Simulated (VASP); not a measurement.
A run of VASP 6.6.1:

INCAR

```
PREC = Accurate
ENCUT = 520
EDIFF = 1E-6
ISMEAR = 0
SIGMA = 0.15
LREAL = False
LASPH = True
NELM = 100
ALGO = Fast
ISIF = 2
LWAVE = False
LCHARG = False
GGA = PE
NBANDS = 7
```

The input KPOINTS:

```
regular mesh
0
Gamma
  20 20 20
```

File POSCAR:

```
Mg
1.0
   -1.7494851123      1.7494851123      1.7265668573
    1.7494851123     -1.7494851123      1.7265668573
    1.7494851123      1.7494851123     -1.7265668573
Mg
1
Direct
    0.0000000000      0.0000000000      0.0000000000
```

Potentials or basis: VASP PAW PBE potentials, release 64 (Mg).

The run is started by

```sh
$ cat potpaw_PBE.64/Mg/POTCAR > POTCAR
$ mpirun -np 1 vasp_std > vasp.out
```

Hardware: 1 thread of Intel(R) Xeon(R) 6975P-C (Granite Rapids) (shared host).

Task: Estimate the wall time of this run.

Result: Wall time 17 s on 1 thread of Intel(R) Xeon(R) 6975P-C (Granite Rapids), on a shared host, peak memory 0.22 GiB. Counts: scf iterations 9, k points 641.
